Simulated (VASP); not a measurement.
## CoSi: single point with r2SCAN

CoSi:

```
Co Si
1.0
     4.38300    0.00000    0.00000
     0.00000    4.38300    0.00000
     0.00000    0.00000    4.38300
Co Si
4 4
Direct
  0.14569 0.14569 0.14569
  0.35431 0.85431 0.64569
  0.64569 0.35431 0.85431
  0.85431 0.64569 0.35431
  0.84363 0.84363 0.84363
  0.65637 0.15637 0.34363
  0.34363 0.65637 0.15637
  0.15637 0.34363 0.65637
```

- Program: VASP 6.6.1
- Task: single point
- Functional: r2SCAN
- Potentials or basis: VASP PAW PBE potentials, release 64 (Co, Si)
- Cutoff: 520 eV
- k mesh: 6 × 6 × 6
- Occupations: fermi-dirac, width 0.02 eV
- Spin: no spin polarisation
- Dipole correction: no
- Further INCAR settings: ALGO = Normal; EDIFF = 1e-07; NBANDS = 36

The pressure is 0.1 GPa, the largest force is 0.004 eV/Å and the band gap on the k mesh is zero (band 26 reaches 12.53 eV, above the bottom of band 27 at 12.32 eV).

Forces on the atoms (eV/Å):
```
Co   0.003  0.003  0.003
Co  -0.003 -0.003  0.003
Co   0.003 -0.003 -0.003
Co  -0.003  0.003 -0.003
Si   0.002  0.002  0.002
Si  -0.002 -0.002  0.002
Si   0.002 -0.002 -0.002
Si  -0.002  0.002 -0.002
```

Levels at points of the mesh, in eV from the Fermi level:
```tsv
k point	band 24	band 25	band 26	band 27	band 28	band 29
(0.00, 0.00, 0.00)	-0.88	-0.01	-0.01	-0.01	2.86	2.86
(0.50, 0.00, 0.00)	-0.72	-0.52	-0.52	1.09	1.09	1.71
(0.50, 0.50, 0.00)	-1.11	-0.05	-0.05	0.68	0.68	2.29
(0.50, 0.50, 0.50)	-1.35	-0.21	-0.21	-0.21	-0.21	6.09
```

Wall time 4.5 min on 1 thread of AMD EPYC 9R45 96-Core Processor (Zen 5), with other jobs on the host, peak memory 0.21 GiB.

Caveat: the PAW data sets were made with another functional, which shifts forces and pressure a little. Spin polarisation is off, so any magnetic state and its effect on volume and gap are missing.
